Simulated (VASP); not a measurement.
Wanted: the native input for a VASP 6.6.1 run.

```
Task                   : single point
Functional             : PBEsol
Potentials or basis    : VASP PAW PBE potentials, release 64 (Ru_pv)
Cutoff                 : 520 eV
k mesh                 : 18 × 18 × 10
Occupations            : gaussian, width 0.15 eV
Spin                   : no spin polarisation
Dipole correction      : no
Further INCAR settings : ALGO = Normal; EDIFF = 1e-06; NBANDS = 21
```

The structure of Ru lies in POSCAR:

```
Ru
1.0
    2.5391000000      0.0000000000      0.0000000000
   -1.2695500000      2.1989251028      0.0000000000
    0.0000000000      0.0000000000      3.9462000000
Ru
2
Direct
    0.3333333333      0.6666666667      0.2500000000
    0.6666666667      0.3333333333      0.7500000000
```

One way to write it, as run:

INCAR

```
ALGO = Normal ; EDIFF = 1E-6
ENCUT = 520 ; GGA = PS
ISIF = 2 ; ISMEAR = 0
LASPH = T ; LCHARG = T
LELF = T ; LREAL = F
LVHAR = T ; LWAVE = F
NBANDS = 21 ; NELM = 100
PREC = Accurate ; SIGMA = 0.15
```

KPOINTS

```
k-points
0
Gamma
  18 18 10
```

Potentials or basis: VASP PAW PBE potentials, release 64 (Ru_pv).

The run is started by

```bash
$ cat potpaw_PBE.64/Ru_pv/POTCAR > POTCAR
$ mpirun -np 1 vasp_std > vasp.out
```

It gave:

```json
{
 "Pressure": "104.6 GPa",
 "Band gap on the k mesh": "zero (band 14 reaches 18.96 eV, above the bottom of band 15 at 14.68 eV)"
}
```

Caveat: the PAW data sets were made with another functional, which shifts forces and pressure a little.

Wall time 43 s on 1 thread of AMD EPYC 9R14 (Zen 4) (shared host), peak memory 0.16 GiB.
